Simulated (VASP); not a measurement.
A run of VASP 6.6.1 is set up as follows.

The input POSCAR:

```
SiC
1.0
    0.0000000000      1.8618552353      1.8618552353
    1.8618552353      0.0000000000      1.8618552353
    1.8618552353      1.8618552353      0.0000000000
Si C
1 1
Direct
    0.0000000000      0.0000000000      0.0000000000
    0.5000000000      0.5000000000      0.5000000000
```

Contents of INCAR.step1:

```
PREC     = Accurate       # precision mode
ENCUT    = 660            # plane-wave cutoff, eV
ISMEAR   = 0              # smearing method
SIGMA    = 0.1            # smearing width, eV
LREAL    = F              # projectors in reciprocal space
LASPH    = T              # aspherical terms in the spheres
NELM     = 120            # most SCF steps
NBANDS   = 11             # bands
GGA      = PE             # functional
ALGO     = Normal         # electronic algorithm
EDIFF    = 1E-5           # SCF threshold, eV
LWAVE    = T              # write WAVECAR
LCHARG   = F              # write CHGCAR
GGA_COMPAT= F
```

INCAR.step2

```
PREC     = Accurate       # precision mode
ENCUT    = 660            # plane-wave cutoff, eV
EDIFF    = 1E-6           # SCF threshold, eV
ISMEAR   = 0              # smearing method
SIGMA    = 0.1            # smearing width, eV
LREAL    = F              # projectors in reciprocal space
LASPH    = T              # aspherical terms in the spheres
NELM     = 120            # most SCF steps
ALGO     = Normal         # electronic algorithm
ISIF     = 2              # what is computed and relaxed
LWAVE    = F              # write WAVECAR
LCHARG   = T              # write CHGCAR
METAGGA  = R2SCAN         # meta-GGA
LMIXTAU  = T            
LELF     = T              # ELF
LVHAR    = T            
NBANDS   = 11             # bands
ISTART   = 1            
GGA_COMPAT= F
```

Contents of KPOINTS:

```
regular mesh
0
Gamma
  8 8 8
```

Potentials or basis: VASP PAW PBE potentials, release 64 (Si, C).

Command:

```bash
$ cat potpaw_PBE.64/Si/POTCAR potpaw_PBE.64/C/POTCAR > POTCAR
$ cp INCAR.step1 INCAR
$ mpirun -np 1 vasp_std > vasp.out
$ cp INCAR.step2 INCAR
$ mpirun -np 1 vasp_std > vasp.out
```

Task: Estimate the pressure.

Result: 105.3 GPa.

Task: What does it give for the band gap on the k mesh?

Result: 1.33 eV, indirect (least direct gap 7.00 eV).

Caveat: the PAW data sets were made with another functional, which shifts forces and pressure a little. r2SCAN opens gaps a little over a GGA but as a rule still falls short of measured ones.
